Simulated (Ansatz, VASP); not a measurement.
## One calculation of TiSe2, two programs

```
CELL_PARAMETERS angstrom
3.54314 0.00000 0.00000
-1.77157 3.06845 0.00000
0.00000 0.00000 6.67021
ATOMIC_POSITIONS crystal
Ti 0.00000 0.00000 0.00000
Se 0.33333 0.66667 0.23186
Se 0.66667 0.33333 0.76814
```

Alike in both runs: task single point; functional RPBE; k mesh 12 × 12 × 6; occupations gaussian, width 0.05 eV; non-collinear spin, spin-orbit coupling.

|  | VASP | Ansatz |
| --- | --- | --- |
| version | VASP 6.6.1 | Ansatz 0.2.0 |
| potentials or method | VASP PAW PBE potentials, release 64 (Ti_sv, Se), cutoff 500 eV | plane waves, PAW |
| valence electrons in the cell | 24 | 44 |

```tsv
	VASP	Ansatz	Ansatz less VASP
pressure (GPa)	2.2	2.2	-0.07
traceless stress, the component that is largest in VASP (GPa)	-0.05	-0.07	-0.025
rms of the force components (eV/Å)	0.060	0.053	-0.0071
net moment per atom (μB)	0.00	0.00	0.000
```

VASP's potentials were made for PBE, not for RPBE. Atom by atom the forces differ by 0.007 eV/Å (rms over components). With one functional, cell and mesh, what is left measures potentials, basis and numerics. VASP's potentials hold 24 valence electrons a cell and Ansatz's 44, so a difference there can come from the potentials and not from the codes.
